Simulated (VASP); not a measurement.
# Al (Fm-3m) in VASP: further runs, part 2 of 2

VASP 6.6.1. Earlier steps stand in the parts before.

### 4 Single point, PBE

This run uses another cell than the first one, of 17.93 Å³/atom, 1.080 times its volume.

The input, INCAR:

```
ALGO = Normal ; EDIFF = 1E-7
ENCUT = 520 ; GGA = PE
ISIF = 2 ; ISMEAR = 1
LASPH = T ; LCHARG = F
LREAL = F ; LWAVE = F
NBANDS = 8 ; NELM = 60
PREC = Accurate ; SIGMA = 0.15
```

The input, KPOINTS:

```
k-points
0
Gamma
  12 12 12
```

The input, POSCAR:

```
Al
1.0
    0.0000000000      2.0774258380      2.0774258380
    2.0774258380      0.0000000000      2.0774258380
    2.0774258380      2.0774258380      0.0000000000
Al
1
Direct
    0.0000000000      0.0000000000      0.0000000000
```

Potentials or basis: VASP PAW PBE potentials, release 64 (Al).

Run with:

```console
> cat potpaw_PBE.64/Al/POTCAR > POTCAR
> mpirun -np 1 vasp_std > vasp.out
```

OUTCAR:

```text
EDIFF = 1E-7
   ENCUT = 520
   GGA = PE
   ISIF = 2
   ISMEAR = 1
   LASPH = T
   LREAL = F
   NELM = 60
   PREC = Accurate

 ion  position               nearest neighbor table
   1  0.000  0.000  0.000-

  LATTYP: Found a face centered cubic cell.
 ALAT       =     4.1548516760

  Lattice vectors:

 A1 = (   0.0000000000,   2.0774258380,   2.0774258380)
 A2 = (   2.0774258380,   0.0000000000,   2.0774258380)
 A3 = (   2.0774258380,   2.0774258380,   0.0000000000)

Analysis of symmetry for initial positions (statically):
[... 435 lines left out ...]
      2       4.1952      2.00000
      3      12.3321      0.00000
      4      15.4237      0.00000
      5      17.2280      0.00000
      6      21.6805      0.00000
      7      24.1312      0.00000
      8      27.1710      0.00000

 [... further k-points ...]
[... 5 lines left out ...]
  --------------------------------------------------------------------------------------
  -------------------------------------------------------------------------------------
  Total       -0.6093008     -0.6093008     -0.6093008     -0.0000000     -0.0000000     -0.0000000
  in kB      -54.4422080    -54.4422080    -54.4422080     -0.0000000     -0.0000000     -0.0000000
  external PRESSURE =     -54.4422080 kB  Pullay stress =       0.0000000 kB

 VOLUME and BASIS-vectors are now :
 -----------------------------------------------------------------------------
  energy-cutoff  :      520.00
  volume of cell :       17.93
      direct lattice vectors                 reciprocal lattice vectors
     0.000000000  2.077425838  2.077425838    -0.240682479  0.240682479  0.240682479
     2.077425838  0.000000000  2.077425838     0.240682479 -0.240682479  0.240682479
     2.077425838  2.077425838  0.000000000     0.240682479  0.240682479 -0.240682479

 POSITION                                       TOTAL-FORCE (eV/Angst)
 -----------------------------------------------------------------------------------
      0.00000      0.00000      0.00000         0.000000      0.000000      0.000000
 -----------------------------------------------------------------------------------
    total drift:                               -0.000000     -0.000000     -0.000000

  FREE ENERGIE OF THE ION-ELECTRON SYSTEM (eV)
  ---------------------------------------------------
  free  energy   TOTEN  =        -3.7277548430 eV

  energy  without entropy=       -3.7278443966  energy(sigma->0) =       -3.72778469
```

OSZICAR:

```text
N       E                     dE             d eps       ncg     rms          rms(c)
DAV:   1    -0.241562965246E+01   -0.24156E+01   -0.81969E+02  1160   0.200E+02
DAV:   2    -0.374202747330E+01   -0.13264E+01   -0.12962E+01  1624   0.179E+01
DAV:   3    -0.374899633654E+01   -0.69689E-02   -0.69638E-02  1376   0.148E+00
DAV:   4    -0.374902370453E+01   -0.27368E-04   -0.27368E-04  1944   0.866E-02
DAV:   5    -0.374902375271E+01   -0.48178E-07   -0.48301E-07  1368   0.161E-03    0.118E+00
DAV:   6    -0.373673809942E+01    0.12286E-01   -0.20145E-03  1592   0.214E-01    0.686E-01
DAV:   7    -0.372776386937E+01    0.89742E-02   -0.60050E-03  1448   0.347E-01    0.135E-01
DAV:   8    -0.372775660039E+01    0.72690E-05   -0.15585E-05  1592   0.281E-02    0.806E-03
DAV:   9    -0.372775536827E+01    0.12321E-05   -0.98113E-07  1632   0.417E-03    0.842E-04
DAV:  10    -0.372775490169E+01    0.46658E-06   -0.48830E-09  1520   0.473E-04    0.189E-04
DAV:  11    -0.372775484297E+01    0.58722E-07   -0.32153E-10   824   0.102E-04
   1 F= -.37277548E+01 E0= -.37277847E+01  d E =0.895536E-04
```

stdout:

```text
POSCAR found type information on POSCAR Al
 POSCAR found :  1 types and       1 ions
 scaLAPACK will be used
 LDA part: xc-table for (Slater+PW92), standard interpolation
 POSCAR, INCAR and KPOINTS ok, starting setup
 FFT: planning ... GRIDC
 FFT: planning ... GRID_SOFT
 FFT: planning ... GRID
 WAVECAR not read
 entering main loop
```

It took 11 s on 1 thread of Intel Xeon 8259CL, shared host; peak memory 0.13 GiB.

Results:

```yaml
Free_energy: -3.7278 eV
Pressure: -5.4 GPa
```

### 5 Single point, PBE

This run uses another cell than the first one, of 18.60 Å³/atom, 1.120 times its volume.

The input, INCAR:

```
ALGO     = Normal         # electronic algorithm
EDIFF    = 1E-7           # SCF threshold, eV
ENCUT    = 520            # plane-wave cutoff, eV
GGA      = PE             # functional
ISIF     = 2              # what is computed and relaxed
ISMEAR   = 1              # smearing method
LASPH    = T              # aspherical terms in the spheres
LCHARG   = F              # write CHGCAR
LREAL    = F              # projectors in reciprocal space
LWAVE    = F              # write WAVECAR
NBANDS   = 8              # bands
NELM     = 60             # most SCF steps
PREC     = Accurate       # precision mode
SIGMA    = 0.15           # smearing width, eV
```

KPOINTS is that of step 4.

The input, POSCAR:

```
Al
1.0
    0.0000000000      2.1027627965      2.1027627965
    2.1027627965      0.0000000000      2.1027627965
    2.1027627965      2.1027627965      0.0000000000
Al
1
Direct
    0.0000000000      0.0000000000      0.0000000000
```

Run with:

```console
> cat potpaw_PBE.64/Al/POTCAR > POTCAR
> mpirun -np 1 vasp_std > vasp.out
```

It took 11 s on 1 thread of Intel Xeon 8259CL, shared host; peak memory 0.13 GiB.

It converged, with:

```
Free energy : -3.7014 eV
Pressure    : -7.2 GPa
```

Levels at points of the mesh, in eV from the Fermi level:
| k point | band 1 | band 2 | band 3 | band 4 |
| --- | --- | --- | --- | --- |
| (0.00, 0.00, 0.00) | -10.19 | 12.12 | 12.12 | 12.12 |
| (0.50, 0.00, 0.00) | -4.08 | -3.98 | 10.34 | 10.34 |
| (0.50, 0.50, 0.00) | -2.49 | -1.46 | 5.21 | 5.21 |

### 6 Overview

| cell | gap on the mesh (eV) | pressure (GPa) |
| --- | --- | --- |
| a = 2.864 Å, angles 60.0°, 1 atom | none | -0.3 |
| a = 2.901 Å, angles 60.0°, 1 atom | none | -3.2 |
| a = 2.938 Å, angles 60.0°, 1 atom | none | -5.4 |
| a = 2.974 Å, angles 60.0°, 1 atom | none | -7.2 |

Alike in all rows: task single point; level PBE; potentials or basis VASP PAW PBE potentials, release 64 (Al); no spin polarisation; k mesh 12 × 12 × 12; cutoff (eV) 520; smearing methfessel-paxton 0.15 eV.

Total energies depend on the potentials used, so only differences within one code and one set of settings carry meaning.
